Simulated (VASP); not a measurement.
# GaSe5 (P6/mmm) in VASP: a series of runs

GaSe5 is run at these levels: PBE; tasks: single point, relaxation of cell and atoms.

Everything below comes from runs of VASP 6.6.1. Logs are shortened: lines on timing, memory, paths and dates and some standing lists are left out, and cuts for length are marked.

**1. The cell of the first run**

It takes space group P6/mmm (No. 191, hexagonal). The conventional cell has a = 4.828 Å, b = 4.828 Å, c = 12.490 Å, α = 90.00°, β = 90.00°, γ = 120.00°. Within 2.9 Å of Ga (site symmetry 6/mmm) lie 2 Se at 2.20 Å. Se (site symmetry -6m2) has 6 Se at 2.79 Å within 3.7 Å. Within 3.7 Å of Se (site symmetry 6/mmm) lie 6 Se at 2.79 Å. Within 2.9 Å of Se (site symmetry 6mm) lie 1 Ga at 2.20 Å.

The cell was generated, and may not be a known phase.

**2. Single point, PBE**

Input file INCAR:

```
SYSTEM = GaSe5
ALGO = Normal ; EDIFF = 1E-7
ENCUT = 520 ; GGA = PE
ISIF = 2 ; ISMEAR = 0
LASPH = .True. ; LCHARG = .False.
LREAL = .False. ; LWAVE = .False.
NBANDS = 30 ; NELM = 100
PREC = Accurate ; SIGMA = 0.1
```

Input file KPOINTS:

```
k-points
0
Gamma
  6 6 2
  0 0 0
```

Input file POSCAR:

```
GaSe5
1.0
    4.8280898975      0.0000000000      0.0000000000
   -2.4140449487      4.1812485030      0.0000000000
    0.0000000000      0.0000000000     12.4900418835
Ga Se
1 5
Direct
    0.0000000000      0.0000000000      0.0000000000
    0.3333333333      0.6666666667      0.5000000000
    0.6666666667      0.3333333333      0.5000000000
    0.0000000000      0.0000000000      0.5000000000
    0.0000000000      0.0000000000      0.8239230699
    0.0000000000      0.0000000000      0.1760769301
```

Potentials or basis: VASP PAW PBE potentials, release 64 (Ga_d, Se).

On the command line:

```console
$ cat potpaw_PBE.64/Ga_d/POTCAR potpaw_PBE.64/Se/POTCAR > POTCAR
$ mpirun -np 1 vasp_std > vasp.out
```

OUTCAR:

```text
SYSTEM = GaSe5
   EDIFF = 1E-7
   ENCUT = 520
   GGA = PE
   ISIF = 2
   ISMEAR = 0
   LASPH = .True.
   LREAL = .False.
   NELM = 100
   PREC = Accurate

 ion  position               nearest neighbor table
   1  0.000  0.000  0.000-   5 2.20   6 2.20
   2  0.333  0.667  0.500-   4 2.79   3 2.79   3 2.79   4 2.79   4 2.79   3 2.79
   3  0.667  0.333  0.500-   4 2.79   2 2.79   2 2.79   4 2.79   4 2.79   2 2.79
   4  0.000  0.000  0.500-   2 2.79   3 2.79   2 2.79   3 2.79   3 2.79   2 2.79
   5  0.000  0.000  0.824-   1 2.20
   6  0.000  0.000  0.176-   1 2.20

  LATTYP: Found a hexagonal cell.
 ALAT       =     4.8280898975
 C/A-ratio  =     2.5869530495

  Lattice vectors:

 A1 = (   4.8280898975,   0.0000000000,   0.0000000000)
 A2 = (  -2.4140449487,   4.1812485030,   0.0000000000)
 A3 = (   0.0000000000,   0.0000000000,  12.4900418835)

Analysis of symmetry for initial positions (statically):
=====================================================================
 Subroutine PRICEL returns:
 Original cell was already a primitive cell.

 Routine SETGRP: Setting up the symmetry group for a
 hexagonal supercell.

 Subroutine GETGRP returns: Found 24 space group operations
 (whereof 24 operations were pure point group operations)
 out of a pool of 24 trial point group operations.

The static configuration has the point symmetry D_6h.

Analysis of symmetry for dynamics (positions and initial velocities):
=====================================================================
 Subroutine PRICEL returns:
 Original cell was already a primitive cell.

 Routine SETGRP: Setting up the symmetry group for a
 hexagonal supercell.

 Subroutine GETGRP returns: Found 24 space group operations
 (whereof 24 operations were pure point group operations)
 out of a pool of 24 trial point group operations.

The dynamic configuration has the point symmetry D_6h.

 Subroutine INISYM returns: Found 24 space group operations
 (whereof 24 operations are pure point group operations),
 and found     1 'primitive' translations

----------------------------------------------------------------------------------------

                                     Primitive cell

  volume of cell :     252.1420

  direct lattice vectors                    reciprocal lattice vectors
     4.828089897  0.000000000  0.000000000     0.207121247  0.119581508  0.000000000
    -2.414044949  4.181248503  0.000000000     0.000000000  0.239163015  0.000000000
     0.000000000  0.000000000 12.490041883     0.000000000  0.000000000  0.080063783

  length of vectors
     4.828089897  4.828089897 12.490041883     0.239163015  0.239163015  0.080063783

  position of ions in fractional coordinates (direct lattice)
     0.000000000  0.000000000  0.000000000
     0.333333333  0.666666667  0.500000000
     0.666666667  0.333333333  0.500000000
     0.000000000  0.000000000  0.500000000
     0.000000000  0.000000000  0.823923070
     0.000000000  0.000000000  0.176076930

  ion indices of the primitive-cell ions
   primitive index   ion index
                 1           1
                 2           2
                 3           3
                 4           4
                 5           5
                 6           6

----------------------------------------------------------------------------------------

 KPOINTS: k-points

Automatic generation of k-mesh.
 Grid dimensions read from file:
 generate k-points for:    6    6    2

 Generating k-lattice:

  Cartesian coordinates                     Fractional coordinates (reciprocal lattice)
     0.034520208  0.019930251  0.000000000     0.166666667 -0.000000000  0.000000000
     0.000000000  0.039860503  0.000000000     0.000000000  0.166666667  0.000000000
     0.000000000  0.000000000  0.040031891     0.000000000  0.000000000  0.500000000

  Length of vectors
     0.039860503  0.039860503  0.040031891

  Shift w.r.t. Gamma in fractional coordinates (k-lattice)
     0.000000000  0.000000000  0.000000000

 Subroutine IBZKPT returns following result:
 ===========================================

 Found     14 irreducible k-points:

 Following reciprocal coordinates:
            Coordinates               Weight
  0.000000  0.000000  0.000000      1.000000
  0.166667 -0.000000  0.000000      6.000000
  0.333333 -0.000000  0.000000      6.000000
  0.500000 -0.000000  0.000000      3.000000
  0.166667  0.166667  0.000000      6.000000
  0.333333  0.166667  0.000000     12.000000
  0.333333  0.333333  0.000000      2.000000
  0.000000  0.000000  0.500000      1.000000
  0.166667 -0.000000  0.500000      6.000000
  0.333333 -0.000000  0.500000      6.000000
  0.500000 -0.000000  0.500000      3.000000
  0.166667  0.166667  0.500000      6.000000
  0.333333  0.166667  0.500000     12.000000
  0.333333  0.333333  0.500000      2.000000
   k-points           NKPTS =     14   k-points in BZ     NKDIM =     14   number of bands    NBANDS=     30
   number of dos      NEDOS =    301   number of ions     NIONS =      6
   total plane-waves  NPLWV = 124416
   dimension x,y,z NGX =    36 NGY =   36 NGZ =   96
   dimension x,y,z NGXF=    72 NGYF=   72 NGZF=  192
   ions per type =               1   5
   NGX,Y,Z   is equivalent  to a cutoff of  12.40, 12.40, 12.78 a.u.
   NGXF,Y,Z  is equivalent  to a cutoff of  24.79, 24.79, 25.56 a.u.
 SYSTEM =  GaSe5
   PREC   = accura    normal or accurate (medium, high low for compatibility)
   ISTART =      0    job   : 0-new  1-cont  2-samecut
   ICHARG =      2    charge: 1-file 2-atom 10-const
   ISPIN  =      1    spin polarized calculation?
   LNONCOLLINEAR =      F non collinear calculations
   LSORBIT =      F    spin-orbit coupling
   LASPH  =      T    aspherical Exc in radial PAW
   ENCUT  =  520.0 eV  38.22 Ry    6.18 a.u.   8.98  8.98 23.22*2*pi/ulx,y,z
   NELM   =    100;   NELMIN=  2; NELMDL= -5     # of ELM steps
   EDIFF  = 0.1E-06   stopping-criterion for ELM
   LREAL  =      F    real-space projection
   EDIFFG = 0.1E-05   stopping-criterion for IOM
   NSW    =      0    number of steps for IOM
   IBRION =     -1    ionic relax: 0-MD 1-quasi-New 2-CG
   NFREE  =      0    steps in history (QN), initial steepest desc. (CG)
   ISIF   =      2    stress and relaxation
   ISYM   =      2    0-nonsym 1-usesym 2-fastsym
   POTIM  = 0.5000    time-step for ionic-motion
   TEBEG  =    0.0;   TEEND  =   0.0 temperature during run
   PSTRESS=    0.0 pullay stress
   NELECT =      43.0000    total number of electrons
   NUPDOWN=      -1.0000    fix difference up-down
   EMIN   =  10.00;   EMAX   =-10.00  energy-range for DOS
   EFERMI =   0.00;   METHOD = LEGACY
   ISMEAR =     0;   SIGMA  =   0.10  broadening in eV -4-tet -1-fermi 0-gaus
   EFERMI_NEDOS =   21; number of points for ismear=-14 and -15
   IALGO  =     38    algorithm
   IMIX   =      4    mixing-type and parameters
     AMIX     =   0.40;   BMIX     =  1.00
     AMIX_MAG =   1.60;   BMIX_MAG =  1.00
  volume/ion in A,a.u.               =      42.02       283.59
  Fermi-wavevector in a.u.,A,eV,Ry     =   0.907854  1.715595 11.213901  0.824198
  Thomas-Fermi vector in A             =   2.031711
   LORBIT       =      0    0 simple, 1 ext, 2 COOP (PROOUT), +10 PAW based schemes
   GGA     = PE    functional components
   LHFCALC =     F    Hartree Fock is set to
   AEXX    =    0.0000 exact exchange contribution
   IVDW    =     0    specifies the selected vdW correction
   LEPSILON=     F    determine dielectric tensor
   LRPA    =     F    only Hartree local field effects (RPA)
 non-spin polarized calculation
 Gauss-broadening in eV      SIGMA  =   0.10
  energy-cutoff  :      520.00
  volume of cell :      252.14
 maximum number of plane-waves:      6810
 NGX is ok and might be reduce to    36
   NGX = 17   NGY = 17   NGZ = 47

 number of electron      42.9999982 magnetization

 Free energy of the ion-electron system (eV)
  ---------------------------------------------------
  ext. energy  EPLUGINS =         0.00000000
  ---------------------------------------------------
  free energy    TOTEN  =       -17.63984883 eV

  energy without entropy =      -17.59443352  energy(sigma->0) =      -17.61714117

 E-fermi :  -0.9603     XC(G=0):  -6.7790

 val. band max:       -0.9607192799   @ k =   0.1667   0.1667   0.5000
 cond. band min:      -0.9457544627   @ k =   0.1667   0.1667   0.0000
 fundamental gap:      0.0149648172
 Fermi energy:        -0.9602850498

 k-point     1 :       0.0000    0.0000    0.0000
  band No.  band energies     occupation
      1     -16.4519      2.00000
      2     -15.7030      2.00000
      3     -15.3044      2.00000
      4     -15.3044      2.00000
      5     -15.2461      2.00000
      6     -15.2461      2.00000
[... 22 lines left out ...]
     29       4.6938      0.00000
     30       4.8146      0.00000

 k-point     2 :       0.1667   -0.0000    0.0000
  band No.  band energies     occupation
      1     -16.2399      2.00000
      2     -15.7024      2.00000
      3     -15.3044      2.00000
      4     -15.3039      2.00000
      5     -15.2463      2.00000
      6     -15.2461      2.00000
[... 22 lines left out ...]
     29       5.0030      0.00000
     30       5.3831      0.00000

 k-point     3 :       0.3333   -0.0000    0.0000
  band No.  band energies     occupation
      1     -15.7016      2.00000
      2     -15.6128      2.00000
      3     -15.3044      2.00000
      4     -15.3029      2.00000
      5     -15.2469      2.00000
      6     -15.2463      2.00000
[... 22 lines left out ...]
     29       5.4003      0.00000
     30       5.6412      0.00000

 k-point     4 :       0.5000   -0.0000    0.0000
  band No.  band energies     occupation
      1     -15.7008      2.00000
      2     -15.3044      2.00000
      3     -15.3025      2.00000
      4     -15.2471      2.00000
      5     -15.2463      2.00000
      6     -14.6114      2.00000
[... 22 lines left out ...]
     29       5.3412      0.00000
     30       5.4150      0.00000

 k-point     5 :       0.1667    0.1667    0.0000
  band No.  band energies     occupation
      1     -15.8206      2.00000
      2     -15.7014      2.00000
      3     -15.3043      2.00000
      4     -15.3033      2.00000
      5     -15.2467      2.00000
      6     -15.2463      2.00000
[... 22 lines left out ...]
     29       5.3598      0.00000
     30       6.1263      0.00000
[... 196 lines left out ...]
     29       5.3773      0.00000
     30       5.5098      0.00000

 k-point    12 :       0.1667    0.1667    0.5000
  band No.  band energies     occupation
      1     -15.8204      2.00000
      2     -15.7016      2.00000
      3     -15.3043      2.00000
      4     -15.3033      2.00000
      5     -15.2467      2.00000
      6     -15.2463      2.00000
[... 22 lines left out ...]
     29       4.7081      0.00000
     30       5.8657      0.00000

 k-point    13 :       0.3333    0.1667    0.5000
  band No.  band energies     occupation
      1     -15.7007      2.00000
      2     -15.3041      2.00000
      3     -15.3028      2.00000
      4     -15.2470      2.00000
      5     -15.2465      2.00000
      6     -15.0043      2.00000
[... 22 lines left out ...]
     29       5.4897      0.00000
     30       5.9708      0.00000

 k-point    14 :       0.3333    0.3333    0.5000
  band No.  band energies     occupation
      1     -15.7005      2.00000
      2     -15.3033      2.00000
      3     -15.3033      2.00000
      4     -15.2468      2.00000
      5     -15.2468      2.00000
      6     -14.0565      2.00000
[... 22 lines left out ...]
     29       6.3004      0.00000
     30       6.3004      0.00000

------------------------ aborting loop because EDIFF is reached ----------------------------------------

  FORCE on cell =-STRESS in cart. coord.  units (eV):
  Direction    XX          YY          ZZ          XY          YZ          ZX
  --------------------------------------------------------------------------------------
  -------------------------------------------------------------------------------------
  Total       -0.5047544     -0.5047544      0.0986450     -0.0000000      0.0000000      0.0000000
  in kB       -3.2073433     -3.2073433      0.6268167     -0.0000000      0.0000000      0.0000000
  external PRESSURE =      -1.9292900 kB  Pullay stress =       0.0000000 kB

 VOLUME and BASIS-vectors are now :
 -----------------------------------------------------------------------------
  energy-cutoff  :      520.00
  volume of cell :      252.14
      direct lattice vectors                 reciprocal lattice vectors
     4.828089897  0.000000000  0.000000000     0.207121247  0.119581508  0.000000000
    -2.414044949  4.181248503  0.000000000     0.000000000  0.239163015  0.000000000
     0.000000000  0.000000000 12.490041883     0.000000000  0.000000000  0.080063783

 POSITION                                       TOTAL-FORCE (eV/Angst)
 -----------------------------------------------------------------------------------
      0.00000      0.00000      0.00000         0.000000      0.000000      0.000000
     -0.00000      2.78750      6.24502         0.000000      0.000000      0.000000
      2.41404      1.39375      6.24502        -0.000000     -0.000000      0.000000
      0.00000      0.00000      6.24502         0.000000      0.000000      0.000000
      0.00000      0.00000     10.29083         0.000000      0.000000     -0.031410
      0.00000      0.00000      2.19921        -0.000000     -0.000000      0.031410
 -----------------------------------------------------------------------------------
    total drift:                                0.000000      0.000000      0.000000

  FREE ENERGIE OF THE ION-ELECTRON SYSTEM (eV)
  ---------------------------------------------------
  free  energy   TOTEN  =       -17.6398488291 eV

  energy  without entropy=      -17.5944335152  energy(sigma->0) =      -17.61714117
```

Wall time 4.4 min (1 thread of Intel Xeon 8259CL, shared host); peak memory 0.38 GiB.

Results:

```yaml
Free_energy: -17.6398 eV
Pressure: -0.2 GPa
Largest_force: 0.031 eV/Å
Band_gap_on_the_k_mesh: zero (an odd number of electrons rules out a gap without spin polarisation)
```

Forces in eV/Å, atoms in the order of the input:
```
Ga   0.000  0.000  0.000
Se   0.000  0.000  0.000
Se   0.000  0.000  0.000
Se   0.000  0.000  0.000
Se   0.000  0.000 -0.031
Se   0.000  0.000  0.031
```

Caveat: this functional lacks dispersion, which binds layers or chains, so the pressure and a relaxed spacing across them are unreliable; an odd number of electrons without spin polarisation forces a metal; a magnetic or distorted state may lie lower.

(Continued in part 2 of 2.)
